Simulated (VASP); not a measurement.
Wanted: the native input for a VASP 6.6.1 run.

```
Task                   : electric field gradients
Functional             : LDA
Potentials or basis    : VASP PAW LDA potentials, release 64 (Cd, S)
Cutoff                 : 520 eV
k mesh                 : 8 × 8 × 4
Occupations            : fermi-dirac, width 0.02 eV
Spin                   : no spin polarisation
Dipole correction      : no
Further INCAR settings : ALGO = Normal; EDIFF = 1e-08; NBANDS = 26
```

The structure of CdS lies in POSCAR:

```
CdS
1.0
    4.1070480370      0.0000000000      0.0000000000
   -2.0535240185      3.5568079346      0.0000000000
    0.0000000000      0.0000000000      6.7037033332
Cd S
2 2
Direct
    0.3333333333      0.6666666667      0.0000000000
    0.6666666667      0.3333333333      0.5000000000
    0.3333333333      0.6666666667      0.3850000000
    0.6666666667      0.3333333333      0.8850000000
```

This cell differs from its parent crystal: volume scaled by 0.98.

The input as run:

INCAR

```
SYSTEM = CdS
ALGO = Normal
EDIFF = 1E-8
ENCUT = 520
GGA = CA
ISIF = 2
ISMEAR = -1
LASPH = .True.
LCHARG = .False.
LEFG = .True.
LREAL = .False.
LWAVE = .False.
NBANDS = 26
NELM = 60
PREC = Accurate
SIGMA = 0.02
```

KPOINTS

```
k-points
0
Gamma
  8 8 4
  0 0 0
```

Potentials or basis: VASP PAW LDA potentials, release 64 (Cd, S).

Command:

```sh
$ cat potpaw_LDA.64/Cd/POTCAR potpaw_LDA.64/S/POTCAR > POTCAR
$ mpirun -np 1 vasp_std > vasp.out
```

Results of the run:

The pressure is -1.1 GPa. The largest force is 0.268 eV/Å. The band gap on the k mesh is 1.02 eV, direct.

Caveat: without QUAD_EFG the Cq values of the log hold for a quadrupole moment of 1 mb, not for the nuclei.

It took 67 s on 1 thread of Intel(R) Xeon(R) Platinum 8488C (Sapphire Rapids), on a shared host, peak memory 0.22 GiB.
